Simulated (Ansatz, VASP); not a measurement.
# LiW16 in VASP and in Ansatz

```
CELL_PARAMETERS angstrom
6.32000 0.00000 0.00000
0.00000 6.32000 0.00000
0.00000 0.00000 6.32000
ATOMIC_POSITIONS crystal
W 0.99827 0.99924 0.00585
W 0.48745 0.00469 0.01123
W 0.99321 0.49718 0.99311
W 0.99329 0.98642 0.50371
W 0.25544 0.23311 0.23971
W 0.49383 0.49505 0.99998
W 0.49376 0.99340 0.50165
W 0.74712 0.24518 0.25180
W 0.04833 0.45563 0.46226
W 0.24779 0.74609 0.24537
W 0.24775 0.23881 0.75274
W 0.49179 0.49207 0.49867
W 0.74593 0.74428 0.25399
W 0.74604 0.24744 0.75079
W 0.23853 0.74164 0.74829
W 0.71283 0.79069 0.79725
Li 0.82362 0.59431 0.60060
```

Alike in both runs: functional PBE; k mesh 2 × 2 × 2; occupations fermi-dirac, width 0.1 eV; no spin polarisation.

Ansatz relaxed the structure, and its values are those at the end. VASP's run is a single point on that final structure, the one shown.

```csv
,VASP,Ansatz
version,VASP 6.6.1,Ansatz 0.2.0
potentials or method,"VASP PAW PBE potentials, release 64 (W_sv, Li_sv), cutoff 520 eV","scalar-relativistic, plane waves, PAW"
valence electrons in the cell,227,227
```

Ansatz gave:

```
rms of the force components (eV/Å) : 0.008
```

What did VASP give for the same quantities?

rms of the force components (eV/Å): 0.016.

The k mesh is coarse, so the values compare programs but aren't converged. Neither program's run includes spin-orbit coupling. Noted on VASP's run: the cutoff is under 1.25 times that of the potentials, so the pressure is a little rough.
